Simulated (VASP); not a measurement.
Here is a VASP 6.6.1 calculation.

POSCAR

```
TaN
1.0
    0.0000000000      2.2259679500      2.2259679500
    2.2259679500      0.0000000000      2.2259679500
    2.2259679500      2.2259679500      0.0000000000
Ta N
1 1
Direct
    0.5000000000      0.5000000000      0.5000000000
    0.0000000000      0.0000000000      0.0000000000
```

The input INCAR.step1:

```
SYSTEM = TaN
PREC = Accurate
ENCUT = 520
EDIFF = 1E-5
ISMEAR = -1
SIGMA = 0.05
LREAL = .FALSE.
LASPH = .TRUE.
NELM = 80
ALGO = Normal
ISIF = 2
LWAVE = .TRUE.
LCHARG = .FALSE.
GGA = PE
NBANDS = 15
```

The input INCAR.step2:

```
SYSTEM = TaN
PREC = Accurate
ENCUT = 520
EDIFF = 1E-6
ISMEAR = -1
SIGMA = 0.05
LREAL = .FALSE.
LASPH = .TRUE.
NELM = 80
ALGO = Normal
ISIF = 2
LWAVE = .FALSE.
LCHARG = .FALSE.
GGA = PE
LHFCALC = .TRUE.
HFSCREEN = 0.2079
PRECFOCK = Normal
ISTART = 1
NBANDS = 15
```

KPOINTS

```
Automatic mesh
0
G
  6 6 6
  0 0 0
```

Potentials or basis: VASP PAW PBE potentials, release 64 (Ta_pv, N).

Run with:

```bash
$ cat potpaw_PBE.64/Ta_pv/POTCAR potpaw_PBE.64/N/POTCAR > POTCAR
$ cp INCAR.step1 INCAR
$ mpirun -np 1 vasp_std > vasp.out
$ cp INCAR.step2 INCAR
$ mpirun -np 1 vasp_std > vasp.out
```

Problem. What does it give for the band gap on the k mesh?

Solution. Zero (bands 8 and 9 overlap by 4.44 eV).

Problem. Predict the pressure.

Solution. -15.8 GPa.

Caveat: the k points lie up to 0.41 Å⁻¹ apart, too coarse for converged energies and pressures of a metal; the PAW data sets were made with another functional, which shifts forces and pressure a little; spin-orbit coupling is left out, which moves the levels of the heavy elements.
